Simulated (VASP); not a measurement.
# Zr4AgSe3 in VASP: a series of runs, part 2 of 2

VASP 6.6.1. Earlier steps stand in the parts before.

### Step 4. Single point, PBE, collinear spin

The input, INCAR:

```
ALGO = Normal
EDIFF = 1E-6
ENCUT = 500
GGA = PE
GGA_COMPAT = F
ISIF = 2
ISMEAR = 0
ISPIN = 2
LASPH = T
LCHARG = F
LMAXMIX = 4
LORBIT = 11
LREAL = F
LWAVE = F
MAGMOM = 0 0 0 0 1 0 0 0
NBANDS = 52
NELM = 200
PREC = Accurate
SIGMA = 0.1
```

The input, KPOINTS:

```
k-points
0
Gamma
  6 6 1
```

The input, POSCAR:

```
Zr4AgSe3
1.0
    3.5004504563      0.0000000000      0.0000000000
   -1.7502252282      3.0314790199      0.0000000000
    0.0000000000      0.0000000000     15.5370858385
Zr Ag Se
4 1 3
Direct
    0.3333333333      0.6666666667      0.1408570485
    0.3333333333      0.6666666667      0.6200468548
    0.3333333333      0.6666666667      0.3799531452
    0.3333333333      0.6666666667      0.8591429515
    0.0000000000      0.0000000000      0.0000000000
    0.0000000000      0.0000000000      0.5000000000
    0.6666666667      0.3333333333      0.2587982749
    0.6666666667      0.3333333333      0.7412017251
```

Potentials or basis: VASP PAW PBE potentials, release 64 (Zr_sv, Ag, Se).

Started as:

```bash
$ cat potpaw_PBE.64/Zr_sv/POTCAR potpaw_PBE.64/Ag/POTCAR potpaw_PBE.64/Se/POTCAR > POTCAR
$ mpirun -np 1 vasp_std > vasp.out
```

OUTCAR:

```text
EDIFF = 1E-6
   ENCUT = 500
   GGA = PE
   ISIF = 2
   ISMEAR = 0
   ISPIN = 2
   LASPH = T
   LORBIT = 11
   LREAL = F
   NELM = 200
   PREC = Accurate

 ion  position               nearest neighbor table
   1  0.333  0.667  0.141-   7 2.73   7 2.73   7 2.73   5 2.98   5 2.98   5 2.98   3 3.71
   2  0.333  0.667  0.620-   6 2.75   6 2.75   6 2.75   8 2.76   8 2.76   8 2.76   4 3.71   3 3.73

   3  0.333  0.667  0.380-   6 2.75   6 2.75   6 2.75   7 2.76   7 2.76   7 2.76   1 3.71   2 3.73

   4  0.333  0.667  0.859-   8 2.73   8 2.73   8 2.73   5 2.98   5 2.98   5 2.98   2 3.71
   5  0.000  0.000  0.000-   1 2.98   4 2.98   1 2.98   4 2.98   1 2.98   4 2.98
   6  0.000  0.000  0.500-   2 2.75   3 2.75   2 2.75   3 2.75   2 2.75   3 2.75
   7  0.667  0.333  0.259-   1 2.73   1 2.73   1 2.73   3 2.76   3 2.76   3 2.76
[... 976 lines left out ...]
      0.00000      0.00000      7.76854         0.000000     -0.000000      0.000000
      1.75023      1.01049      4.02097         0.000000      0.000000      0.028445
      1.75023      1.01049     11.51611         0.000000      0.000000     -0.028445
 -----------------------------------------------------------------------------------
    total drift:                                0.000001     -0.000001     -0.000000

  FREE ENERGIE OF THE ION-ELECTRON SYSTEM (eV)
  ---------------------------------------------------
  free  energy   TOTEN  =       -54.5286265153 eV

  energy  without entropy=      -54.4999663372  energy(sigma->0) =      -54.51429643

 total charge

# of ion       s       p       d       tot
------------------------------------------
    1        2.164   5.971   1.579   9.714
    2        2.137   5.969   1.703   9.809
    3        2.137   5.969   1.703   9.809
    4        2.164   5.971   1.579   9.714
    5        0.555   0.291   9.059   9.904
    6        1.431   2.447   0.074   3.952
    7        1.432   2.446   0.077   3.955
    8        1.432   2.446   0.077   3.955
--------------------------------------------------
tot         13.453  31.510  15.850  60.813

 magnetization (x)

# of ion       s       p       d       tot
------------------------------------------
    1        0.003   0.006   0.138   0.147
    2        0.001   0.001   0.014   0.016
    3        0.001   0.001   0.014   0.016
    4        0.003   0.006   0.138   0.147
    5       -0.002   0.026   0.006   0.030
    6       -0.000  -0.000  -0.000  -0.000
    7       -0.000  -0.005   0.003  -0.002
    8       -0.000  -0.005   0.003  -0.002
--------------------------------------------------
tot          0.004   0.028   0.318   0.349
```

stdout:

```text
POSCAR found type information on POSCAR ZrAgSe
 POSCAR found :  3 types and       8 ions
 scaLAPACK will be used
 LDA part: xc-table for (Slater+PW92), standard interpolation
 POSCAR, INCAR and KPOINTS ok, starting setup
 FFT: planning ... GRIDC
 FFT: planning ... GRID_SOFT
 FFT: planning ... GRID
 WAVECAR not read
 entering main loop
```

Wall time 6.4 min (1 thread of Intel Xeon 8259CL, shared host); peak memory 0.41 GiB.

What came out:

| Item | Value |
| --- | --- |
| Free energy | -54.5286 eV |
| Pressure | 0.0 GPa |
| Largest force | 0.116 eV/Å |
| Net moment | 0.61 μB per cell |
| Site moments | Zr +0.15, +0.02 (each value once); Ag +0.03; Se -0.00 μB |
| Valence electrons inside the program's atomic spheres | Zr 9.71, 9.81 (each value once); Ag 9.90; Se 3.95, 3.96 (each value once) |

Forces in eV/Å, atoms in the order of the input:
```
Zr   0.000  0.000  0.067
Zr   0.000  0.000  0.116
Zr   0.000  0.000 -0.116
Zr   0.000  0.000 -0.067
Ag   0.000  0.000  0.000
Se   0.000  0.000  0.000
Se   0.000  0.000  0.028
Se   0.000  0.000 -0.028
```

Stress tensor (GPa, compression positive):
```
-0.40  0.00  0.00
 0.00 -0.40  0.00
 0.00  0.00  0.65
```

Caveat: the k points lie up to 0.40 Å⁻¹ apart.

### Step 5. Single point, PBE (22.63 Å³/atom)

This run uses another cell than the first one, of 22.63 Å³/atom.

The input, INCAR:

```
SYSTEM = Zr4AgSe3
PREC = Accurate
ENCUT = 500
EDIFF = 1E-6
ISMEAR = 0
SIGMA = 0.1
LREAL = .FALSE.
LASPH = .TRUE.
NELM = 120
ALGO = Normal
ISIF = 2
LWAVE = .FALSE.
LCHARG = .FALSE.
GGA = PE
NBANDS = 48
GGA_COMPAT = .FALSE.
```

The input, KPOINTS:

```
regular mesh
0
G
  12 12 2
  0 0 0
```

The input, POSCAR:

```
Zr4AgSe3
1.0
    3.6119370942      0.0000000000      0.0000000000
   -1.8059685471      3.1280292804      0.0000000000
    0.0000000000      0.0000000000     16.0207056048
Zr Ag Se
4 1 3
Direct
    0.3333333333      0.6666666667      0.1447033211
    0.3333333333      0.6666666667      0.6194857834
    0.3333333333      0.6666666667      0.3805142166
    0.3333333333      0.6666666667      0.8552966789
    0.0000000000      0.0000000000      0.0000000000
    0.0000000000      0.0000000000      0.5000000000
    0.6666666667      0.3333333333      0.2612520657
    0.6666666667      0.3333333333      0.7387479343
```

Started as:

```bash
$ cat potpaw_PBE.64/Zr_sv/POTCAR potpaw_PBE.64/Ag/POTCAR potpaw_PBE.64/Se/POTCAR > POTCAR
$ mpirun -np 1 vasp_std > vasp.out
```

Run time: 11 min. Hardware: 1 thread of Intel Xeon 8259CL, shared host; peak memory 0.47 GiB.

Results (log left out):

* Free energy: -54.0521 eV
* Pressure: -8.0 GPa
* Largest force: 0.009 eV/Å
* Band gap on the k mesh: zero (an odd number of electrons rules out a gap without spin polarisation)

Forces in eV/Å, atoms in the order of the input:
```
Zr   0.000  0.000  0.004
Zr   0.000  0.000 -0.001
Zr   0.000  0.000  0.001
Zr   0.000  0.000 -0.004
Ag   0.000  0.000  0.000
Se   0.000  0.000  0.000
Se   0.000  0.000 -0.009
Se   0.000  0.000  0.009
```

Levels at points of the mesh, in eV from the Fermi level:
| k point | band 37 | band 38 | band 39 | band 40 | band 41 | band 42 |
| --- | --- | --- | --- | --- | --- | --- |
| (0.00, 0.00, 0.00) | 0.08 | 0.15 | 0.15 | 0.15 | 0.46 | 0.46 |
| (0.50, 0.00, 0.00) | -1.26 | -1.13 | -0.24 | 0.04 | 1.17 | 1.51 |
| (0.00, 0.00, 0.50) | -0.50 | 0.08 | 0.08 | 0.46 | 0.46 | 0.68 |
| (0.50, 0.00, 0.50) | -1.27 | -1.06 | -0.26 | 0.04 | 0.99 | 1.86 |

Caveat: the cell stands under tension.

### Step 6. Summary

```tsv
spin	cell	k mesh	smearing	gap on the mesh (eV)	pressure (GPa)	largest force (eV/Å)
off	a = 3.485, b = 3.485, c = 15.655 Å, angles 90.2, 90.2, 120.0°, 8 atoms, atomic positions A	6 × 6 × 2	gaussian 0.2 eV	none	0.1	0.01
off	a = 3.562, b = 3.562, c = 15.871 Å, angles 90.0, 90.0, 120.0°, 8 atoms, atomic positions B	12 × 12 × 2	gaussian 0.1 eV	none	-5.3	0.01
collinear	a = 3.500, b = 3.500, c = 15.537 Å, angles 90.0, 90.0, 120.0°, 8 atoms, atomic positions C	6 × 6 × 1	gaussian 0.1 eV	none	0.0	0.12
off	a = 3.612, b = 3.612, c = 16.021 Å, angles 90.0, 90.0, 120.0°, 8 atoms, atomic positions D	12 × 12 × 2	gaussian 0.1 eV	none	-8.0	0.01
```

Alike in all rows: task single point; level PBE; potentials or basis VASP PAW PBE potentials, release 64 (Zr_sv, Ag, Se); cutoff (eV) 500.

Caveats: some runs use coarse meshes; the cell stands under tension (at least some runs).

Total energies depend on the potentials used, so only differences within one code and one set of settings carry meaning.
